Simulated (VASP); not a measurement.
# NiSb (P6_3/mmc) in VASP: further runs, part 2 of 2

VASP 6.6.1. Earlier steps stand in the parts before.

## Step 3: Single point, PBEsol, collinear spin

Contents of INCAR:

```
PREC = Accurate ; ENCUT = 520
EDIFF = 1E-6 ; ISMEAR = 0
SIGMA = 0.05 ; LREAL = False
LASPH = True ; NELM = 150
ALGO = Normal ; ISIF = 2
LWAVE = False ; LCHARG = True
ISPIN = 2 ; MAGMOM = 0.05 0.05 0 0
LORBIT = 11 ; LMAXMIX = 4
GGA = PS ; LELF = True
LVHAR = True ; NBANDS = 27
```

Contents of KPOINTS:

```
regular mesh
0
Gamma
  10 10 8
```

Contents of POSCAR:

```
NiSb
1.0
    3.9710518376      0.0000000000      0.0000000000
   -1.9855259188      3.4390317711      0.0000000000
    0.0000000000      0.0000000000      5.1680081343
Ni Sb
2 2
Direct
    0.0000000000      0.0000000000      0.0000000000
    0.0000000000      0.0000000000      0.5000000000
    0.3333333333      0.6666666667      0.2500000000
    0.6666666667      0.3333333333      0.7500000000
```

Potentials or basis: VASP PAW PBE potentials, release 64 (Ni, Sb).

The run is started by

```console
$ cat potpaw_PBE.64/Ni/POTCAR potpaw_PBE.64/Sb/POTCAR > POTCAR
$ mpirun -np 1 vasp_std > vasp.out
```

Wall time 1.7 min (1 thread of Intel Xeon 6975P-C (Granite Rapids), shared host); peak memory 0.35 GiB.

The run converged. Its results:

```
Free energy                                           : -22.6278 eV
Pressure                                              : -5.4 GPa
Band gap on the k mesh                                : zero (filled and empty bands overlap)
Net moment                                            : 0.00 μB per cell
Valence electrons inside the program's atomic spheres : Ni 9.35; Sb 2.41
```

Levels at points of the mesh, in eV from the Fermi level:
Spin up:
| k point | band 12 | band 13 | band 14 | band 15 | band 16 | band 17 | band 18 | band 19 |
| --- | --- | --- | --- | --- | --- | --- | --- | --- |
| (0.00, 0.00, 0.00) | -1.25 | 0.00 | 0.57 | 0.57 | 2.41 | 2.41 | 3.06 | 3.90 |
| (0.50, 0.00, 0.00) | -1.77 | -1.51 | -1.31 | -1.24 | -0.40 | 1.13 | 3.40 | 3.86 |
| (0.00, 0.00, 0.50) | -1.98 | 0.18 | 0.18 | 2.01 | 2.01 | 2.01 | 2.01 | 5.09 |
| (0.50, 0.00, 0.50) | -1.81 | -1.71 | -1.71 | 0.21 | 0.21 | 1.60 | 1.60 | 5.08 |
Spin down:
| k point | band 13 | band 14 | band 15 | band 16 | band 17 | band 18 |
| --- | --- | --- | --- | --- | --- | --- |
| (0.00, 0.00, 0.00) | 0.00 | 0.57 | 0.57 | 2.41 | 2.41 | 3.06 |
| (0.50, 0.00, 0.00) | -1.51 | -1.31 | -1.24 | -0.40 | 1.13 | 3.40 |
| (0.00, 0.00, 0.50) | 0.18 | 0.18 | 2.01 | 2.01 | 2.01 | 2.01 |
| (0.50, 0.00, 0.50) | -1.71 | -1.71 | 0.21 | 0.21 | 1.60 | 1.60 |

Caveat: the cell stands under tension; the PAW data sets were made with another functional, which shifts forces and pressure a little; spin-orbit coupling is left out, which moves the levels of the heavy elements.

## Step 4: Single point, PBE, collinear spin, antiferromagnetic start

Contents of INCAR:

```
PREC = Accurate
ENCUT = 600
EDIFF = 1E-6
ISMEAR = 0
SIGMA = 0.05
LREAL = False
LASPH = True
NELM = 200
ALGO = Normal
ISIF = 2
LWAVE = False
LCHARG = False
ISPIN = 2
MAGMOM = 0.8 -0.8 0 0
LORBIT = 11
LMAXMIX = 4
GGA = PE
NBANDS = 27
GGA_COMPAT = False
```

KPOINTS is that of step 3.

POSCAR is that of step 3.

Potentials or basis: VASP PAW PBE potentials, release 64 (Ni, Sb).

The run is started by

```console
$ cat potpaw_PBE.64/Ni/POTCAR potpaw_PBE.64/Sb/POTCAR > POTCAR
$ mpirun -np 1 vasp_std > vasp.out
```

OUTCAR:

```text
PREC = Accurate
   ENCUT = 600
   EDIFF = 1E-6
   ISMEAR = 0
   LREAL = False
   LASPH = True
   NELM = 200
   ISIF = 2
   ISPIN = 2
   LORBIT = 11
   GGA = PE

 ion  position               nearest neighbor table
   1  0.000  0.000  0.000-   2 2.58   2 2.58   4 2.63   3 2.63   3 2.63   4 2.63   4 2.63   3 2.63

   2  0.000  0.000  0.500-   1 2.58   1 2.58   4 2.63   3 2.63   3 2.63   4 2.63   4 2.63   3 2.63

   3  0.333  0.667  0.250-   1 2.63   2 2.63   1 2.63   2 2.63   1 2.63   2 2.63   4 3.45   4 3.45
                             4 3.45   4 3.45   4 3.45   4 3.45
[... 1680 lines left out ...]
      direct lattice vectors                 reciprocal lattice vectors
     3.971051838  0.000000000  0.000000000     0.251822449  0.145389759  0.000000000
    -1.985525919  3.439031771  0.000000000     0.000000000  0.290779518  0.000000000
     0.000000000  0.000000000  5.168008134     0.000000000  0.000000000  0.193498147

 POSITION                                       TOTAL-FORCE (eV/Angst)
 -----------------------------------------------------------------------------------
      0.00000      0.00000      0.00000        -0.000000      0.000000      0.000000
      0.00000      0.00000      2.58400        -0.000000      0.000000      0.000000
     -0.00000      2.29269      1.29200         0.000000      0.000000     -0.000000
      1.98553      1.14634      3.87601        -0.000000     -0.000000      0.000000
 -----------------------------------------------------------------------------------
    total drift:                                0.000000     -0.000000      0.000000

  FREE ENERGIE OF THE ION-ELECTRON SYSTEM (eV)
  ---------------------------------------------------
  free  energy   TOTEN  =       -20.3138197069 eV

  energy  without entropy=      -20.3126207249  energy(sigma->0) =      -20.31322022

 total charge

# of ion       s       p       d       tot
------------------------------------------
    1        0.439   0.458   8.452   9.349
    2        0.439   0.458   8.452   9.349
    3        1.135   1.203   0.070   2.409
    4        1.135   1.203   0.070   2.409
--------------------------------------------------
tot          3.149   3.321  17.045  23.515

 magnetization (x)

# of ion       s       p       d       tot
------------------------------------------
    1        0.000   0.000   0.000   0.000
    2       -0.000  -0.000  -0.000  -0.000
    3        0.000   0.000   0.000   0.000
    4        0.000   0.000   0.000   0.000
--------------------------------------------------
tot          0.000   0.000   0.000   0.000
```

Wall time 2.9 min (1 thread of Intel Xeon Platinum 8488C (Sapphire Rapids), shared host); peak memory 0.39 GiB.

What came out:

* Free energy: -20.3138 eV
* Pressure: 0.0 GPa
* Band gap on the k mesh: zero (filled and empty bands overlap)
* Net moment: 0.00 μB per cell
* Valence electrons inside the program's atomic spheres: Ni 9.35; Sb 2.41

Levels at points of the mesh, in eV from the Fermi level:
Spin up:
| k point | band 12 | band 13 | band 14 | band 15 | band 16 | band 17 | band 18 | band 19 |
| --- | --- | --- | --- | --- | --- | --- | --- | --- |
| (0.00, 0.00, 0.00) | -1.26 | -0.01 | 0.57 | 0.57 | 2.40 | 2.40 | 3.10 | 3.90 |
| (0.50, 0.00, 0.00) | -1.77 | -1.52 | -1.32 | -1.25 | -0.39 | 1.12 | 3.42 | 3.85 |
| (0.00, 0.00, 0.50) | -1.99 | 0.18 | 0.18 | 2.01 | 2.01 | 2.01 | 2.01 | 5.10 |
| (0.50, 0.00, 0.50) | -1.83 | -1.72 | -1.72 | 0.21 | 0.21 | 1.61 | 1.61 | 5.11 |
Spin down:
| k point | band 11 | band 12 | band 13 | band 14 | band 15 | band 16 | band 17 | band 18 | band 19 | band 20 |
| --- | --- | --- | --- | --- | --- | --- | --- | --- | --- | --- |
| (0.00, 0.00, 0.00) | -1.26 | -1.26 | -0.01 | 0.57 | 0.57 | 2.40 | 2.40 | 3.10 | 3.90 | 5.08 |
| (0.50, 0.00, 0.00) | -1.99 | -1.77 | -1.52 | -1.32 | -1.25 | -0.39 | 1.12 | 3.42 | 3.85 | 5.32 |
| (0.00, 0.00, 0.50) | -1.99 | -1.99 | 0.18 | 0.18 | 2.01 | 2.01 | 2.01 | 2.01 | 5.10 | 5.10 |
| (0.50, 0.00, 0.50) | -1.83 | -1.83 | -1.72 | -1.72 | 0.21 | 0.21 | 1.61 | 1.61 | 5.11 | 5.11 |

Caveat: spin-orbit coupling is left out, which moves the levels of the heavy elements.

## Step 5: Overview

| level | spin | cutoff (eV) | smearing | gap on the mesh (eV) | pressure (GPa) | moment (μB) |
| --- | --- | --- | --- | --- | --- | --- |
| PBE | collinear, ferromagnetic start | 520 | fermi-dirac 0.005 eV | none | -0.1 | 0.00 |
| PBEsol | collinear | 520 | gaussian 0.05 eV | none | -5.4 | 0.00 |
| PBE | collinear, antiferromagnetic start | 600 | gaussian 0.05 eV | none | 0.0 | 0.00 |

Alike in all rows: task single point; potentials or basis VASP PAW PBE potentials, release 64 (Ni, Sb); cell as given; k mesh 10 × 10 × 8.

The pressure there spans -5.4 GPa (PBEsol) to 0.0 GPa (PBE); a positive pressure means that this level wants a larger cell, a negative one a smaller.

Caveats: spin-orbit coupling is left out, which moves the levels of the heavy elements; the cell stands under tension (at least some runs); the PAW data sets were made with another functional, which shifts forces and pressure a little (at least some runs).

Total energies depend on the potentials used, so only differences within one code and one set of settings carry meaning.
